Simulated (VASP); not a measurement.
Write the native input for VASP 6.6.1 that does the following.

```
Task                   : single point
Functional             : LDA
Potentials or basis    : VASP PAW LDA potentials, release 64 (Cr_pv)
Cutoff                 : 520 eV
k mesh                 : 12 × 12 × 7
Occupations            : fermi-dirac, width 0.03 eV
Spin                   : collinear spin, ferromagnetic start
Starting moments       : [0.615, 0.615] μB
Fixed moment           : 1.23 μB
Dipole correction      : no
Further INCAR settings : ALGO = Normal; EDIFF = 1e-06; NBANDS = 23
```

The structure of Cr lies in POSCAR:

```
Cr
1.0
    2.7140000000      0.0000000000      0.0000000000
   -1.3570000000      2.3503929459      0.0000000000
    0.0000000000      0.0000000000      4.4100000000
Cr
2
Direct
    0.3333333333      0.6666666667      0.2500000000
    0.6666666667      0.3333333333      0.7500000000
```

The input as run:

INCAR

```
PREC = Accurate
ENCUT = 520
EDIFF = 1E-6
ISMEAR = -1
SIGMA = 0.03
LREAL = F
LASPH = T
NELM = 150
ALGO = Normal
ISIF = 2
LWAVE = F
LCHARG = T
ISPIN = 2
MAGMOM = 0.615 0.615
LORBIT = 11
NUPDOWN = 1.23
LMAXMIX = 4
LELF = T
LVHAR = T
NBANDS = 23
```

KPOINTS

```
regular mesh
0
Gamma
  12 12 7
```

Potentials or basis: VASP PAW LDA potentials, release 64 (Cr_pv).

Command:

```console
$ cat potpaw_LDA.64/Cr_pv/POTCAR > POTCAR
$ mpirun -np 1 vasp_std > vasp.out
```

Results of the run:

```yaml
Pressure: -38.1 GPa
Net_moment: 1.23 μB per cell
Site_moments: Cr +0.57 μB
Valence_electrons_inside_the_program's_atomic_spheres: Cr 10.73
```

Caveat: the total moment is fixed, so each spin has its own Fermi level.

Run time: 49 s on 1 thread of AMD EPYC 9R45 96-Core Processor (Zen 5) (shared host), peak memory 0.15 GiB.
